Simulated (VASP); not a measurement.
# Pd (C2/c) in VASP: a series of runs, part 2 of 2

VASP 6.6.1. Earlier steps stand in the parts before.

**3. Single point, PBE**

This run uses another cell than the first one, of 16.06 Å³/atom, 1.039 times its volume.

Input file INCAR:

```
PREC = Accurate
ENCUT = 520
EDIFF = 1E-6
ISMEAR = 0
SIGMA = 0.1
LREAL = False
LASPH = True
NELM = 80
ALGO = Normal
ISIF = 2
LWAVE = False
LCHARG = False
GGA = PE
NBANDS = 17
```

Input file KPOINTS:

```
Automatic mesh
0
Gamma
  8 8 6
```

Input file POSCAR:

```
Pd
1.0
    1.3471061569     -4.3831544949      0.0189520564
    1.3471061569      4.3831544949      0.0189520564
   -0.0687697737      0.0000000000      2.7190085991
Pd
2
Direct
    0.8670476971      0.1329523029      0.2500000000
    0.1329523029      0.8670476971      0.7500000000
```

Potentials or basis: VASP PAW PBE potentials, release 64 (Pd).

Command:

```sh
> cat potpaw_PBE.64/Pd/POTCAR > POTCAR
> mpirun -np 1 vasp_std > vasp.out
```

OUTCAR:

```text
PREC = Accurate
   ENCUT = 520
   EDIFF = 1E-6
   ISMEAR = 0
   LREAL = False
   LASPH = True
   NELM = 80
   ISIF = 2
   GGA = PE

 ion  position               nearest neighbor table
   1  0.867  0.133  0.250-   2 2.70   2 2.70   2 2.80   2 2.80   2 2.81   2 2.81
   2  0.133  0.867  0.750-   1 2.70   1 2.70   1 2.80   1 2.80   1 2.81   1 2.81

  LATTYP: Found a base centered monoclinic cell.
 ALAT       =     2.6944789317
 B/A-ratio  =     3.2534338593
 C/A-ratio  =     1.0094263860
 COS(beta)  =    -0.0112188076

  Lattice vectors:

 A1 = (   1.3471061569,  -4.3831544949,   0.0189520564)
 A2 = (   1.3471061569,   4.3831544949,   0.0189520564)
 A3 = (  -0.0687697737,   0.0000000000,   2.7190085991)

Analysis of symmetry for initial positions (statically):
=====================================================================
 Subroutine PRICEL returns:
 Original cell was already a primitive cell.

 Routine SETGRP: Setting up the symmetry group for a
 base centered monoclinic supercell.

 Subroutine GETGRP returns: Found  4 space group operations
 (whereof  2 operations were pure point group operations)
[... 161 lines left out ...]
  ext. energy  EPLUGINS =         0.00000000
  ---------------------------------------------------
  free energy    TOTEN  =       -10.13837930 eV

  energy without entropy =      -10.12147337  energy(sigma->0) =      -10.12992633

 E-fermi :   8.4895     XC(G=0): -12.6120

 val. band max:        8.4795559207   @ k =   0.5000   0.5000  -0.0000
 cond. band min:       8.5019727992   @ k =  -0.3750   0.3750   0.1667
 fundamental gap:      0.0224168785
 Fermi energy:         8.4894862590

 k-point     1 :       0.0000    0.0000    0.0000
  band No.  band energies     occupation
      1       1.9376      2.00000
      2       3.5802      2.00000
      3       4.2486      2.00000
      4       4.7882      2.00000
      5       5.9495      2.00000
      6       6.3896      2.00000
[... 457 lines left out ...]
      4       5.3223      2.00000
      5       5.9663      2.00000
      6       6.1297      2.00000
[... 9 lines left out ...]
     16      21.8148      0.00000
     17      26.5485      0.00000

 [... further k-points ...]
[... 5 lines left out ...]
  --------------------------------------------------------------------------------------
  -------------------------------------------------------------------------------------
  Total       -0.0740952      0.0143059     -0.0419368      0.0000000      0.0000000      0.0012313
  in kB       -3.6958720      0.7135767     -2.0918115      0.0000000      0.0000000      0.0614156
  external PRESSURE =      -1.6913689 kB  Pullay stress =       0.0000000 kB

 VOLUME and BASIS-vectors are now :
 -----------------------------------------------------------------------------
  energy-cutoff  :      520.00
  volume of cell :       32.12
      direct lattice vectors                 reciprocal lattice vectors
     1.347106157 -4.383154495  0.018952056     0.371033972 -0.114073095  0.009384274
     1.347106157  4.383154495  0.018952056     0.371033972  0.114073095  0.009384274
    -0.068769774  0.000000000  2.719008599    -0.005172368  0.000000000  0.367650289

 POSITION                                       TOTAL-FORCE (eV/Angst)
 -----------------------------------------------------------------------------------
      1.32991     -3.21765      0.69870         0.000000      0.000151      0.000000
      1.29553      3.21765      2.05821        -0.000000     -0.000151     -0.000000
 -----------------------------------------------------------------------------------
    total drift:                                0.000000     -0.000000      0.000000

  FREE ENERGIE OF THE ION-ELECTRON SYSTEM (eV)
  ---------------------------------------------------
  free  energy   TOTEN  =       -10.1383793011 eV

  energy  without entropy=      -10.1214733684  energy(sigma->0) =      -10.12992633
```

stdout:

```text
POSCAR found type information on POSCAR Pd
 POSCAR found :  1 types and       2 ions
 scaLAPACK will be used
 LDA part: xc-table for (Slater+PW92), standard interpolation
 POSCAR, INCAR and KPOINTS ok, starting setup
 FFT: planning ... GRIDC
 FFT: planning ... GRID_SOFT
 FFT: planning ... GRID
 WAVECAR not read
 entering main loop
```

Wall time 99 s (1 thread of AMD EPYC 7R43 (Zen 3), shared host); peak memory 0.16 GiB.

Results:

```
Free energy            : -10.1384 eV
Pressure               : -0.2 GPa
Band gap on the k mesh : zero (band 10 reaches 9.13 eV, above the bottom of band 11 at 8.17 eV)
```

Caveat: the k points lie up to 0.39 Å⁻¹ apart.

**4. Relaxation of cell and atoms, PBE**

Input file INCAR:

```
ALGO     = Fast           # electronic algorithm
EDIFF    = 1E-6           # SCF threshold, eV
EDIFFG   = -0.04          # ionic threshold
ENCUT    = 600            # plane-wave cutoff, eV
GGA      = PE             # functional
IBRION   = 2              # ionic algorithm
ISIF     = 3              # what is computed and relaxed
ISMEAR   = 0              # smearing method
LASPH    = T              # aspherical terms in the spheres
LCHARG   = F              # write CHGCAR
LREAL    = F              # projectors in reciprocal space
LWAVE    = F              # write WAVECAR
NELM     = 60             # most SCF steps
NSW      = 90             # ionic steps
PREC     = Accurate       # precision mode
SIGMA    = 0.1            # smearing width, eV
```

Input file KPOINTS:

```
k-points
0
Gamma
  8 8 6
```

Input file POSCAR:

```
Pd
1.0
    1.3014383714     -3.7890394812      0.0000000000
    1.3014383714      3.7890394812      0.0000000000
   -0.1105234539      0.0000000000      3.1335492958
Pd
2
Direct
    0.8690000000      0.1310000000      0.2500000000
    0.1310000000      0.8690000000      0.7500000000
```

Command:

```sh
> cat potpaw_PBE.64/Pd/POTCAR > POTCAR
> mpirun -np 1 vasp_std > vasp.out
```

Run time: 9 min. Hardware: 1 thread of Intel Xeon 6975P-C (Granite Rapids), shared host; peak memory 0.22 GiB.

It converged, with:

```
Free energy                            : -10.1364 eV
Relaxed volume                         : 16.02 Å³/atom
Relaxed cell                           : a = 4.595 Å, b = 4.595 Å, c = 2.714 Å, α = 89.91°, β = 89.91°, γ = 146.01°
Space group after relaxing (to 0.05 Å) : Cmcm (No. 63)
Energy gained by relaxing              : 136.2 meV/atom
Ionic steps                            : 15
Pressure after relaxing                : 0.2 GPa
Largest force after relaxing           : 0.016 eV/Å
Band gap on the k mesh                 : zero (band 10 reaches 9.19 eV, above the bottom of band 11 at 8.20 eV)
```

Forces on the atoms (eV/Å):
```
Pd   0.000 -0.016  0.000
Pd   0.000  0.016  0.000
```

Stress tensor (GPa, compression positive):
```
 0.37  0.00 -0.01
 0.00  0.00  0.00
-0.01  0.00  0.28
```

The path:
| step | energy change (eV) | largest force (eV/Å) | pressure (GPa) | volume (Å³) |
| --- | --- | --- | --- | --- |
| 1 | 0.0000 | 0.6960 | 11.37 | 30.90 |
| 2 | -0.0118 | 0.0594 | -10.72 | 36.05 |
| 3 | -0.1051 | 0.2728 | -2.06 | 33.35 |
| 4 | -0.1404 | 0.0013 | -1.00 | 32.97 |
| 5 | -0.1579 | 0.3137 | 0.70 | 32.55 |
| 6 | -0.1904 | 0.2516 | -0.45 | 32.63 |
| 7 | -0.2433 | 0.1074 | -1.35 | 32.60 |
| 8 | -0.2388 | 0.1643 | -1.61 | 32.67 |
| 9 | -0.2502 | 0.1353 | -1.67 | 32.65 |
| 10 | -0.2617 | 0.1239 | 2.44 | 31.64 |
| 11 | -0.2667 | 0.1352 | 0.80 | 31.98 |
| 12 | -0.2697 | 0.0057 | -1.14 | 32.29 |
| 13 | -0.2719 | 0.0576 | -0.40 | 32.17 |
| 14 | -0.2723 | 0.0180 | 0.44 | 31.98 |
| 15 | -0.2724 | 0.0163 | 0.22 | 32.04 |

Final structure:
```yaml
crystal:
  lattice:
    - [1.34288, -4.39481, 0.03020]
    - [1.34288, 4.39481, 0.03020]
    - [-0.04671, 0.00000, 2.71355]
  atoms:
    - { symbol: Pd, position: [0.86711, 0.13289, 0.25000] }
    - { symbol: Pd, position: [0.13289, 0.86711, 0.75000] }
```

Levels at points of the mesh, in eV from the Fermi level:
```
           k point  band 7  band 8  band 9  band 10  band 11  band 12  band 13  band 14
(0.00, 0.00, 0.00)   -1.37   -0.87   -0.43    -0.19     0.33     1.90     7.66    14.31
(0.50, 0.00, 0.00)   -1.50   -1.23   -1.01    -0.10     1.86     3.89     4.65     9.60
(0.50, 0.50, 0.00)   -1.68   -1.30   -1.25    -0.60     0.00     0.12    14.39    14.68
(0.00, 0.00, 0.50)   -2.07   -2.07   -0.26    -0.26     2.60     2.60    10.00    10.00
(0.50, 0.00, 0.50)   -0.41   -0.40    0.66     0.66     5.61     5.72     9.39     9.50
(0.50, 0.50, 0.50)   -0.80   -0.80    0.16     0.16     1.21     1.21     6.72     6.72
```

**5. The runs side by side**

| task | cell | cutoff (eV) | gap on the mesh (eV) | pressure (GPa) | largest force (eV/Å) |
| --- | --- | --- | --- | --- | --- |
| single point | a = 4.006, b = 4.006, c = 3.135 Å, angles 90.7, 90.7, 142.1°, 2 atoms | 520 | none | 11.3 | 0.69 |
| single point | a = 4.586, b = 4.586, c = 2.720 Å, angles 90.2, 90.2, 145.8°, 2 atoms | 520 | none | -0.2 | - |
| relaxation of cell and atoms | relaxed from a = 4.006, b = 4.006, c = 3.135 Å, angles 90.7, 90.7, 142.1°, 2 atoms | 600 | none | 0.2 | 0.02 |

Alike in all rows: level PBE; potentials or basis VASP PAW PBE potentials, release 64 (Pd); no spin polarisation; k mesh 8 × 8 × 6; smearing gaussian 0.1 eV.

Caveats: some runs use coarse meshes.

Total energies depend on the potentials used, so only differences within one code and one set of settings carry meaning.
